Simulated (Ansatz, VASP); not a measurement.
# Al in VASP and in Ansatz

```
Al
1.0
     0.00000    2.01996    2.01996
     2.01996    0.00000    2.01996
     2.01996    2.01996    0.00000
Al
1
Cartesian
  0.0000 0.0000 0.0000
```

Alike in both runs: functional PBE; k mesh 13 × 13 × 13; occupations fermi-dirac, width 0.1 eV; no spin polarisation.

Ansatz relaxed the structure, and its values are those at the end. VASP's run is a single point on that final structure, the one shown.

```csv
,VASP,Ansatz
version,VASP 6.6.1,Ansatz 0.2.0
potentials or method,"VASP PAW PBE potentials, release 64 (Al), cutoff 520 eV","plane waves (420 eV) with PAW, scalar-relativistic"
valence electrons in the cell,3,3
```

|  | VASP | Ansatz | Ansatz less VASP |
| --- | --- | --- | --- |
| pressure (GPa) | 0.0 | 0.0 | +0.04 |
